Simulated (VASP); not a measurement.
A run of VASP 6.6.1 is set up as follows.

Contents of INCAR:

```
PREC     = Accurate       # precision mode
ENCUT    = 600            # plane-wave cutoff, eV
EDIFF    = 1E-7           # SCF threshold, eV
ISMEAR   = 0              # smearing method
SIGMA    = 0.02           # smearing width, eV
LREAL    = False          # projectors in reciprocal space
LASPH    = True           # aspherical terms in the spheres
NELM     = 80             # most SCF steps
ALGO     = Normal         # electronic algorithm
ISIF     = 3              # what is computed and relaxed
LWAVE    = False          # write WAVECAR
LCHARG   = False          # write CHGCAR
GGA      = CA             # functional
IBRION   = 2              # ionic algorithm
NSW      = 100            # ionic steps
EDIFFG   = -0.002         # ionic threshold
```

KPOINTS

```
Automatic mesh
0
Gamma
  9 9 6
```

The input POSCAR:

```
SnSe2
1.0
    3.8110000000      0.0000000000      0.0000000000
   -1.9055000000      3.3004228138      0.0000000000
    0.0000000000      0.0000000000      6.1360000000
Sn Se
1 2
Direct
    0.0000000000      0.0000000000      0.0000000000
    0.3333333333      0.6666666667      0.2490000000
    0.6666666667      0.3333333333      0.7510000000
```

Potentials or basis: VASP PAW LDA potentials, release 64 (Sn_d, Se).

Run with:

```console
$ cat potpaw_LDA.64/Sn_d/POTCAR potpaw_LDA.64/Se/POTCAR > POTCAR
$ mpirun -np 1 vasp_std > vasp.out
```

Question: Estimate the relaxed volume.

Answer: 24.63 Å³/atom.

Question: What does it give for the band gap on the k mesh?

Answer: 0.21 eV (least direct gap 0.68 eV).

Question: Estimate the relaxed cell.

Answer: a = 3.804 Å, b = 3.804 Å, c = 5.898 Å, α = 90.00°, β = 90.00°, γ = 120.00°.

Final structure:
```
CELL_PARAMETERS angstrom
3.80384 0.00000 0.00000
-1.90192 3.29422 0.00000
0.00000 0.00000 5.89788
ATOMIC_POSITIONS crystal
Sn 0.00000 0.00000 0.00000
Se 0.33333 0.66667 0.26760
Se 0.66667 0.33333 0.73240
```

Caveat: semilocal functionals underestimate gaps, and a narrow one can read as zero; spin-orbit coupling is left out, which moves the levels of the heavy elements. LDA usually gives volumes a few per cent too small.
